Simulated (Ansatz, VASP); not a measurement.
**K in VASP and in Ansatz**

File INCAR:

```
  PREC = Accurate
  ENCUT = 600
  EDIFF = 1E-6
  ISMEAR = 0
  SIGMA = 0.1
  LREAL = False
  LASPH = True
  NELM = 60
  ALGO = Normal
  ISIF = 3
  LWAVE = False
  LCHARG = False
  GGA = CA
  IBRION = 2
  NSW = 100
  EDIFFG = -0.002
```

File KPOINTS:

```
regular mesh
0
Gamma
  16 16 16
```

The input POSCAR:

```
K
1.0
   -2.6180000000      2.6180000000      2.6180000000
    2.6180000000     -2.6180000000      2.6180000000
    2.6180000000      2.6180000000     -2.6180000000
K
1
Direct
    0.0000000000      0.0000000000      0.0000000000
```

Input for Ansatz:

```yaml
crystal:
  lattice:
    - [-2.618, 2.618, 2.618]
    - [2.618, -2.618, 2.618]
    - [2.618, 2.618, -2.618]
  atoms:
    - { symbol: K, position: [0.0, 0.0, 0.0] }
basis:
  ecutwfc: 420
kpoints:
  mp_grid: { grid: [16, 16, 16] }
hamiltonian:
  xc: lda
  pseudopotentials: { kind: paw, azcp: { folder: soft_1 } }
scf:
  occupations: { method: gaussian, width: 0.1 }
output:
  forces: true
  stress: true
  eigenvalues: true
relax:
  adjacent_minimum: "off"
  f_tol: 0.002
  max_steps: 80
  cell: { stress_tol: 0.02 }
```

Alike in both runs: task relaxation of cell and atoms; functional LDA; k mesh 16 × 16 × 16; occupations gaussian, width 0.1 eV; no spin polarisation.

```csv
,VASP,Ansatz
version,VASP 6.6.1,Ansatz 0.2.0
potentials or method,"VASP PAW LDA potentials, release 64 (K_sv), cutoff 600 eV","scalar-relativistic, plane waves, PAW"
valence electrons in the cell,9,9
```

```tsv
	VASP	Ansatz	Ansatz less VASP
gap on the k mesh at the Fermi level, each at its own relaxed structure (eV)	none	none	-
relaxed volume (Å³/atom)	64.09	64.33	+0.247
relaxed length of the cell vector where the two differ most in proportion (Å)	4.366	4.372	+0.0056
```

Ansatz warns that its potentials were made for another functional, while VASP's fit it. LDA's correlation is that of Perdew and Zunger in VASP and of Perdew and Wang (1992) in Ansatz. A gap of «none» marks a metal or a gap that the smearing closes.
